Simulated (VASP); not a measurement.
# BaTe in VASP: further runs, part 2 of 3

VASP 6.6.1. Earlier steps stand in the parts before.

### 4 Relaxation of cell and atoms, PBEsol

This run uses another cell than the first one, of 44.55 Å³/atom.

INCAR reads:

```
PREC = Accurate ; ENCUT = 500
EDIFF = 1E-7 ; ISMEAR = -1
SIGMA = 0.03 ; LREAL = False
LASPH = True ; NELM = 120
ALGO = Normal ; ISIF = 3
LWAVE = False ; LCHARG = False
GGA = PS ; IBRION = 2
NSW = 100 ; EDIFFG = -0.01
GGA_COMPAT = False ; NELMIN = 4
```

KPOINTS reads:

```
regular mesh
0
Gamma
  6 6 6
```

POSCAR reads:

```
BaTe
1.0
    0.0000000000      3.5449197700      3.5449197700
    3.5449197700      0.0000000000      3.5449197700
    3.5449197700      3.5449197700      0.0000000000
Ba Te
1 1
Direct
    0.0000000000      0.0000000000      0.0000000000
    0.5000000000      0.5000000000      0.5000000000
```

Potentials or basis: VASP PAW PBE potentials, release 64 (Ba_sv, Te).

Launch:

```
> cat potpaw_PBE.64/Ba_sv/POTCAR potpaw_PBE.64/Te/POTCAR > POTCAR
> mpirun -np 1 vasp_std > vasp.out
```

OUTCAR:

```text
PREC = Accurate
   ENCUT = 500
   EDIFF = 1E-7
   ISMEAR = -1
   LREAL = False
   LASPH = True
   NELM = 120
   ISIF = 3
   GGA = PS
   IBRION = 2
   NSW = 100
   EDIFFG = -0.01
   NELMIN = 4

 ion  position               nearest neighbor table
   1  0.000  0.000  0.000-   2 3.54   2 3.54   2 3.54   2 3.54   2 3.54   2 3.54
   2  0.500  0.500  0.500-   1 3.54   1 3.54   1 3.54   1 3.54   1 3.54   1 3.54

  LATTYP: Found a face centered cubic cell.
 ALAT       =     7.0898395400

  Lattice vectors:

 A1 = (   0.0000000000,   3.5449197700,   3.5449197700)
 A2 = (   3.5449197700,   0.0000000000,   3.5449197700)
 A3 = (   3.5449197700,   3.5449197700,   0.0000000000)
[... 174 lines left out ...]
  -------------------------------------------------------------------------------------
  Total       -0.8101032     -0.8101032     -0.8101032      0.0000000      0.0000000     -0.0000000
  in kB      -14.5680595    -14.5680595    -14.5680595      0.0000000      0.0000000     -0.0000000
  external PRESSURE =     -14.5680595 kB  Pullay stress =       0.0000000 kB
[... 59 lines left out ...]
--------------------------------------- Ionic step        3  -------------------------------------------

 number of electron      16.0000000 magnetization

 Free energy of the ion-electron system (eV)
  ---------------------------------------------------
  ext. energy  EPLUGINS =         0.00000000
  ---------------------------------------------------
  free energy    TOTEN  =        -9.19139685 eV

  energy without entropy =       -9.19139685  energy(sigma->0) =       -9.19139685

 E-fermi :   2.9221     XC(G=0):  -8.4636

 val. band max:        2.2381770541   @ k =   0.0000   0.0000   0.0000
 cond. band min:       3.6380712272   @ k =   0.5000   0.5000   0.0000
 fundamental gap:      1.3998941730
 Fermi energy:         2.9220890481

 k-point     1 :       0.0000    0.0000    0.0000
  band No.  band energies     occupation
      1     -24.7102      2.00000
      2      -9.8515      2.00000
      3      -9.8515      2.00000
      4      -9.8515      2.00000
      5      -7.3709      2.00000
      6       2.2382      2.00000
      7       2.2382      2.00000
      8       2.2382      2.00000
      9       5.0423      0.00000
     10       5.0940      0.00000
     11       5.0940      0.00000
     12       5.0940      0.00000
[... 252 lines left out ...]
  FREE ENERGIE OF THE ION-ELECTRON SYSTEM (eV)
  ---------------------------------------------------
  free  energy   TOTEN  =        -9.1913968477 eV

  energy  without entropy=       -9.1913968477  energy(sigma->0) =       -9.19139685

 reached required accuracy - stopping structural energy minimisation
```

OSZICAR:

```text
N       E                     dE             d eps       ncg     rms          rms(c)
DAV:   1     0.901190622224E+02    0.90119E+02   -0.60953E+03   384   0.106E+03
DAV:   2    -0.305498484708E+01   -0.93174E+02   -0.86864E+02   480   0.179E+02
DAV:   3    -0.910112486531E+01   -0.60461E+01   -0.60127E+01   488   0.525E+01
[... 29 lines left out ...]
DAV:   5    -0.919139773280E+01   -0.12612E-04   -0.26051E-05   612   0.321E-02    0.897E-03
DAV:   6    -0.919139729381E+01    0.43899E-06   -0.67795E-07   456   0.723E-03    0.389E-03
DAV:   7    -0.919139697630E+01    0.31751E-06   -0.24156E-07   396   0.452E-03    0.144E-03
DAV:   8    -0.919139677724E+01    0.19906E-06   -0.33450E-08   244   0.193E-03    0.391E-04
DAV:   9    -0.919139684771E+01   -0.70463E-07   -0.49733E-09   228   0.644E-04
   3 F= -.91913968E+01 E0= -.91913968E+01  d E =-.212865E-01
```

Wall time 1.7 min (1 thread of Intel Xeon 8259CL, shared host); peak memory 0.24 GiB.

What came out:

| Item | Value |
| --- | --- |
| Free energy | -9.1914 eV |
| Relaxed volume | 42.31 Å³/atom |
| Relaxed cell | a = 4.928 Å, b = 4.928 Å, c = 4.928 Å, α = 60.00°, β = 60.00°, γ = 60.00° |
| Space group after relaxing (to 0.1 Å) | Fm-3m (No. 225) |
| Energy gained by relaxing | 10.6 meV/atom |
| Ionic steps | 3 |
| Pressure after relaxing | 0.0 GPa |
| Band gap on the k mesh | 1.40 eV (least direct gap 1.79 eV) |

Step by step:
```tsv
step	energy change (eV)	largest force (eV/Å)	pressure (GPa)	volume (Å³)
1	0.0000	0.0000	-1.46	89.09
2	-0.0208	0.0000	0.25	83.97
3	-0.0213	0.0000	0.00	84.62
```

Final structure:
```
Ba Te
1.0
     0.00000    3.48456    3.48456
     3.48456    0.00000    3.48456
     3.48456    3.48456    0.00000
Ba Te
1 1
Cartesian
  0.0000 0.0000 0.0000
  3.4846 3.4846 3.4846
```

Caveat: the PAW data sets were made with another functional, which shifts forces and pressure a little; spin-orbit coupling is left out, which moves the levels of the heavy elements. A k mesh can miss the band edges.

### 5 Single point, r2SCAN+rVV10

This run uses another cell than the first one, of 43.17 Å³/atom.

POSCAR reads:

```
BaTe
1.0
    0.0000000000      3.5081284756      3.5081284756
    3.5081284756      0.0000000000      3.5081284756
    3.5081284756      3.5081284756      0.0000000000
Ba Te
1 1
Direct
    0.0000000000      0.0000000000      0.0000000000
    0.5000000000      0.5000000000      0.5000000000
```

INCAR.step1 reads:

```
SYSTEM = BaTe
ALGO = Normal
EDIFF = 1E-5
ENCUT = 550
GGA = PE
GGA_COMPAT = .False.
ISMEAR = -1
LASPH = .True.
LCHARG = .False.
LREAL = .False.
LWAVE = .True.
NBANDS = 15
NELM = 120
PREC = Accurate
SIGMA = 0.03
```

INCAR.step2 reads:

```
SYSTEM = BaTe
ALGO = Normal
BPARAM = 11.95
CPARAM = 0.0093
EDIFF = 1E-6
ENCUT = 550
GGA_COMPAT = .False.
ISIF = 2
ISMEAR = -1
ISTART = 1
IVDW_NL = 2
LASPH = .True.
LCHARG = .True.
LELF = .True.
LMIXTAU = .True.
LREAL = .False.
LUSE_VDW = .True.
LVHAR = .True.
LWAVE = .False.
METAGGA = R2SCAN
NBANDS = 15
NELM = 120
PREC = Accurate
SIGMA = 0.03
```

KPOINTS reads:

```
k-points
0
Gamma
  8 8 8
  0 0 0
```

Launch:

```
> cat potpaw_PBE.64/Ba_sv/POTCAR potpaw_PBE.64/Te/POTCAR > POTCAR
> cp INCAR.step1 INCAR
> mpirun -np 1 vasp_std > vasp.out
> cp INCAR.step2 INCAR
> mpirun -np 1 vasp_std > vasp.out
```

It took 8.5 min on 1 thread of Intel Xeon 8259CL, shared host; peak memory 0.51 GiB.

It converged, with:

| Property | Result |
| --- | --- |
| Free energy | -55.5946 eV |
| Pressure | 0.5 GPa |
| Band gap on the k mesh | 1.84 eV (least direct gap 2.23 eV) |

Levels at points of the mesh, in eV from the valence-band top:
```csv
k point,band 5,band 6,band 7,band 8,band 9,band 10,band 11,band 12
"(0.00, 0.00, 0.00)",-9.80,0.00,0.00,0.00,3.32,3.32,3.32,3.49
"(0.50, 0.00, 0.00)",-9.04,-2.23,-1.11,-1.11,4.57,5.22,5.38,5.38
"(0.50, 0.50, 0.00)",-9.59,-1.16,-0.39,-0.39,1.84,4.94,5.29,6.20
```

Caveat: the PAW data sets were made with another functional, which shifts forces and pressure a little; spin-orbit coupling is left out, which moves the levels of the heavy elements. A k mesh can miss the band edges.

### 6 Relaxation of cell and atoms, r2SCAN+rVV10

POSCAR reads:

```
BaTe
1.0
    0.0000000000      3.4703048531      3.4703048531
    3.4703048531      0.0000000000      3.4703048531
    3.4703048531      3.4703048531      0.0000000000
Ba Te
1 1
Direct
    0.0000000000      0.0000000000      0.0000000000
    0.5000000000      0.5000000000      0.5000000000
```

INCAR.step1 reads:

```
ALGO = Normal ; EDIFF = 1E-5
EDIFFG = -0.005 ; ENCUT = 550
GGA = PE ; GGA_COMPAT = False
IBRION = 2 ; ISIF = 3
ISMEAR = -1 ; LASPH = True
LCHARG = False ; LREAL = False
LWAVE = True ; NELM = 120
NELMIN = 4 ; NSW = 100
PREC = Accurate ; SIGMA = 0.03
```

INCAR.step2 reads:

```
ALGO = Normal ; BPARAM = 11.95
CPARAM = 0.0093 ; EDIFF = 1E-7
EDIFFG = -0.01 ; ENCUT = 550
GGA_COMPAT = False ; IBRION = 2
ISIF = 3 ; ISMEAR = -1
ISTART = 1 ; IVDW_NL = 2
LASPH = True ; LCHARG = False
LMIXTAU = True ; LREAL = False
LUSE_VDW = True ; LWAVE = False
METAGGA = R2SCAN ; NELM = 120
NELMIN = 4 ; NSW = 100
PREC = Accurate ; SIGMA = 0.03
```

KPOINTS reads:

```
k-points
0
Gamma
  6 6 6
```

Potentials or basis: VASP PAW PBE potentials, release 64 (Ba_sv, Te).

Launch:

```
> cat potpaw_PBE.64/Ba_sv/POTCAR potpaw_PBE.64/Te/POTCAR > POTCAR
> cp INCAR.step1 INCAR
> mpirun -np 1 vasp_std > vasp.out
> cp INCAR.step2 INCAR
> mpirun -np 1 vasp_std > vasp.out
```

Run time: 18 min. Hardware: 1 thread of Intel Xeon 8259CL, shared host; peak memory 0.5 GiB.

Results (log left out):

- Free energy: -55.5959 eV
- Relaxed volume: 43.78 Å³/atom
- Relaxed cell: a = 4.984 Å, b = 4.984 Å, c = 4.984 Å, α = 60.00°, β = 60.00°, γ = 60.00°
- Space group after relaxing (to 0.1 Å): Fm-3m (No. 225)
- Energy gained by relaxing: 9.8 meV/atom
- Ionic steps: 3
- Pressure after relaxing: 0.0 GPa
- Band gap on the k mesh: 1.87 eV (least direct gap 2.26 eV)

The path:
| step | energy change (eV) | largest force (eV/Å) | pressure (GPa) | volume (Å³) |
| --- | --- | --- | --- | --- |
| 1 | 0.0000 | 0.0000 | 1.65 | 83.59 |
| 2 | -0.0177 | 0.0000 | -0.46 | 88.90 |
| 3 | -0.0197 | 0.0000 | 0.01 | 87.57 |

Final structure:
```yaml
crystal:
  lattice:
    - [0.00000, 3.52455, 3.52455]
    - [3.52455, 0.00000, 3.52455]
    - [3.52455, 3.52455, 0.00000]
  atoms:
    - { symbol: Ba, position: [0.00000, 0.00000, 0.00000] }
    - { symbol: Te, position: [0.50000, 0.50000, 0.50000] }
```

Levels at points of the mesh, in eV from the valence-band top:
| k point | band 6 | band 7 | band 8 | band 9 | band 10 | band 11 |
| --- | --- | --- | --- | --- | --- | --- |
| (0.00, 0.00, 0.00) | 0.00 | 0.00 | 0.00 | 3.32 | 3.32 | 3.32 |
| (0.50, 0.00, 0.00) | -2.19 | -1.08 | -1.08 | 4.54 | 5.19 | 5.35 |
| (0.50, 0.50, 0.00) | -1.16 | -0.39 | -0.39 | 1.87 | 4.92 | 5.22 |

Caveat: the PAW data sets were made with another functional, which shifts forces and pressure a little; spin-orbit coupling is left out, which moves the levels of the heavy elements. A k mesh can miss the band edges.

(Continued in part 3 of 3.)
